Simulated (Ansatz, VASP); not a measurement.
## Si3N4: VASP beside Ansatz

File INCAR:

```
SYSTEM = Si3N4
PREC = Accurate ; ENCUT = 520
EDIFF = 1E-7 ; ISMEAR = -1
SIGMA = 0.02 ; LREAL = .FALSE.
LASPH = .TRUE. ; NELM = 100
ALGO = Normal ; ISIF = 2
LWAVE = .FALSE. ; LCHARG = .FALSE.
GGA = PE ; IBRION = 2
NSW = 80 ; EDIFFG = -0.02
```

Contents of KPOINTS:

```
Automatic mesh
0
G
  4 4 9
  0 0 0
```

Contents of POSCAR:

```
Si3N4
1.0
    7.5140549481      0.0000000000      0.0000000000
   -3.7570274740      6.5073624704      0.0000000000
    0.0000000000      0.0000000000      2.8740249029
Si N
6 8
Direct
    0.1740483666      0.7679428916      0.2500000000
    0.4061054750      0.1740483666      0.7500000000
    0.2320571084      0.4061054750      0.2500000000
    0.8259516334      0.2320571084      0.7500000000
    0.5938945250      0.8259516334      0.2500000000
    0.7679428916      0.5938945250      0.7500000000
    0.3333333333      0.6666666667      0.2500000000
    0.6666666667      0.3333333333      0.7500000000
    0.3297879503      0.0300001295      0.2500000000
    0.2997878208      0.3297879503      0.7500000000
    0.9699998705      0.2997878208      0.2500000000
    0.6702120497      0.9699998705      0.7500000000
    0.7002121792      0.6702120497      0.2500000000
    0.0300001295      0.7002121792      0.7500000000
```

Input for Ansatz:

```yaml
crystal:
  lattice:
    - [7.5140549481, 0.0, 0.0]
    - [-3.757027474, 6.5073624704, 0.0]
    - [0.0, 0.0, 2.8740249029]
  atoms:
    - { symbol: Si, position: [0.1740483666, 0.7679428916, 0.25] }
    - { symbol: Si, position: [0.406105475, 0.1740483666, 0.75] }
    - { symbol: Si, position: [0.2320571084, 0.406105475, 0.25] }
    - { symbol: Si, position: [0.8259516334, 0.2320571084, 0.75] }
    - { symbol: Si, position: [0.593894525, 0.8259516334, 0.25] }
    - { symbol: Si, position: [0.7679428916, 0.593894525, 0.75] }
    - { symbol: "N", position: [0.3333333333, 0.6666666667, 0.25] }
    - { symbol: "N", position: [0.6666666667, 0.3333333333, 0.75] }
    - { symbol: "N", position: [0.3297879503, 0.0300001295, 0.25] }
    - { symbol: "N", position: [0.2997878208, 0.3297879503, 0.75] }
    - { symbol: "N", position: [0.9699998705, 0.2997878208, 0.25] }
    - { symbol: "N", position: [0.6702120497, 0.9699998705, 0.75] }
    - { symbol: "N", position: [0.7002121792, 0.6702120497, 0.25] }
    - { symbol: "N", position: [0.0300001295, 0.7002121792, 0.75] }
kpoints:
  mp_grid: { grid: [4, 4, 9] }
scf:
  occupations: { method: fermi_dirac, width: 0.02 }
hamiltonian:
  xc: pbe
  pseudopotentials: { kind: paw }
output:
  forces: true
  stress: true
  populations: true
  efg:
    quadrupole_moments_barn: { "N": 0.02044 }
    contact_densities: true
relax:
  f_tol: 0.02
  max_steps: 60
```

Change from the starting cell: volume scaled by 0.96, ions relaxed.

Alike in both runs: task relaxation of the atoms; functional PBE; k mesh 4 × 4 × 9; occupations fermi-dirac, width 0.02 eV; no spin polarisation.

|  | VASP | Ansatz |
| --- | --- | --- |
| version | VASP 6.6.1 | Ansatz 0.2.0 |
| potentials or method | VASP PAW PBE potentials, release 64 (Si, N) | plane-wave PAW, scalar-relativistic |
| plane-wave cutoff (eV) | 520 | 420 |
| valence electrons in the cell | 64 | 64 |

VASP gave:

```
gap on the k mesh at the Fermi level, each at its own relaxed structure (eV) : 4.47
```

**Question.** Estimate Ansatz's values.

**Answer.** gap on the k mesh at the Fermi level, each at its own relaxed structure (eV): 4.48.

Ansatz's warnings: stress scf threshold loose.
